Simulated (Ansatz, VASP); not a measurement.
One calculation of Pt, two programs

```xyz
2
Lattice="2.5980 0.0000 0.0000 -1.2990 2.2499 0.0000 0.0000 0.0000 4.8638" Properties=species:S:1:pos:R:3 pbc="T T T"
Pt    1.2990    0.7500    3.6479
Pt    0.0000    1.5000    1.2160
```

Alike in both runs: task single point; functional PBEsol; k mesh 18 × 18 × 10; occupations gaussian, width 0.15 eV; no spin polarisation.

|  | VASP | Ansatz |
| --- | --- | --- |
| version | VASP 6.6.1 | Ansatz 0.2.0 |
| potentials or method | VASP PAW PBE potentials, release 64 (Pt), cutoff 520 eV | scalar-relativistic, plane waves, PAW |
| valence electrons in the cell | 20 | 36 |

|  | VASP | Ansatz | Ansatz less VASP |
| --- | --- | --- | --- |
| gap on the k mesh at the Fermi level (eV) | none | none | - |
| pressure (GPa) | 26.4 | 26.7 | +0.37 |
| traceless stress, the component that is largest in VASP (GPa) | -22.18 | -22.14 | +0.038 |

VASP's potentials were made for PBE, not for PBEsol. A gap of «none» marks a metal or a gap that the smearing closes. VASP's potentials hold 20 valence electrons a cell and Ansatz's 36, so a difference there can come from the potentials and not from the codes.

Neither program's run includes spin-orbit coupling.
